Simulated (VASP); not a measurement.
Set up this calculation in VASP 6.6.1, as the native input.

| Item | Value |
| --- | --- |
| Task | single point |
| Functional | PBEsol |
| Potentials or basis | VASP PAW PBE potentials, release 64 (Pd) |
| Cutoff | 520 eV |
| k mesh | 20 × 20 × 20 |
| Occupations | gaussian, width 0.15 eV |
| Spin | no spin polarisation |
| Dipole correction | no |
| Further INCAR settings | ALGO = Normal; EDIFF = 1e-07; NBANDS = 11 |

The structure of Pd lies in POSCAR:

```
Pd
1.0
    0.0000000000      1.7893080000      2.0226960000
    1.7893080000      0.0000000000      2.0226960000
    1.7893080000      1.7893080000      0.0000000000
Pd
1
Direct
    0.0000000000      0.0000000000      0.0000000000
```

This cell differs from its parent crystal: strain -0.080 along x and y, +0.040 along z.

These files were run (other wordings do the same):

INCAR

```
PREC     = Accurate       # precision mode
ENCUT    = 520            # plane-wave cutoff, eV
EDIFF    = 1E-7           # SCF threshold, eV
ISMEAR   = 0              # smearing method
SIGMA    = 0.15           # smearing width, eV
LREAL    = False          # projectors in reciprocal space
LASPH    = True           # aspherical terms in the spheres
NELM     = 100            # most SCF steps
ALGO     = Normal         # electronic algorithm
ISIF     = 2              # what is computed and relaxed
LWAVE    = False          # write WAVECAR
LCHARG   = True           # write CHGCAR
GGA      = PS             # functional
LELF     = True           # ELF
LVHAR    = True         
NBANDS   = 11             # bands
```

KPOINTS

```
Automatic mesh
0
Gamma
  20 20 20
```

Potentials or basis: VASP PAW PBE potentials, release 64 (Pd).

Command:

```sh
$ cat potpaw_PBE.64/Pd/POTCAR > POTCAR
$ mpirun -np 1 vasp_std > vasp.out
```

Results of the run:

```yaml
Pressure: 33.9 GPa
Band_gap_on_the_k_mesh: zero (bands 5 and 6 overlap by 2.50 eV)
```

Caveat: the cell differs from its parent crystal (strain -0.080 along x and y, +0.040 along z); the cell stands under pressure; the PAW data sets were made with another functional, which shifts forces and pressure a little.

Run time: 97 s on 1 thread of Intel Xeon 8259CL, on a shared host, peak memory 0.21 GiB.
